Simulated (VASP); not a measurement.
# BaTiO3: single point with PBE

BaTiO3:

```
CELL_PARAMETERS angstrom
4.00600 0.00000 0.00000
0.00000 4.00600 0.00000
0.00000 0.00000 4.00600
ATOMIC_POSITIONS crystal
Ba 0.50000 0.50000 0.50000
Ti 0.00000 0.00000 0.00000
O 0.00000 0.00000 0.50000
O 0.00000 0.50000 0.00000
O 0.50000 0.00000 0.00000
```

| Property | Result |
| --- | --- |
| Program | VASP 6.6.1 |
| Task | single point |
| Functional | PBE |
| Potentials or basis | VASP PAW PBE potentials, release 64 (Ba_sv, Ti_sv, O) |
| Cutoff | 520 eV |
| k mesh | 7 × 7 × 7 |
| Occupations | fermi-dirac, width 0.05 eV |
| Spin | no spin polarisation |
| Dipole correction | no |
| Further INCAR settings | ALGO = Normal; EDIFF = 1e-07; NBANDS = 28 |

| Item | Value |
| --- | --- |
| Pressure | 3.4 GPa |
| Band gap on the k mesh | 1.80 eV, indirect (least direct gap 1.89 eV) |

Levels at points of the mesh, in eV from the valence-band top:
| k point | band 17 | band 18 | band 19 | band 20 | band 21 | band 22 | band 23 | band 24 |
| --- | --- | --- | --- | --- | --- | --- | --- | --- |
| (0.00, 0.00, 0.00) | -1.03 | -0.09 | -0.09 | -0.09 | 1.80 | 1.80 | 1.80 | 3.94 |

Run time: 93 s on 1 thread of Intel Xeon 8259CL (shared host), peak memory 0.19 GiB.

Caveat: spin-orbit coupling is left out, which moves the levels of the heavy elements. A k mesh can miss the band edges.
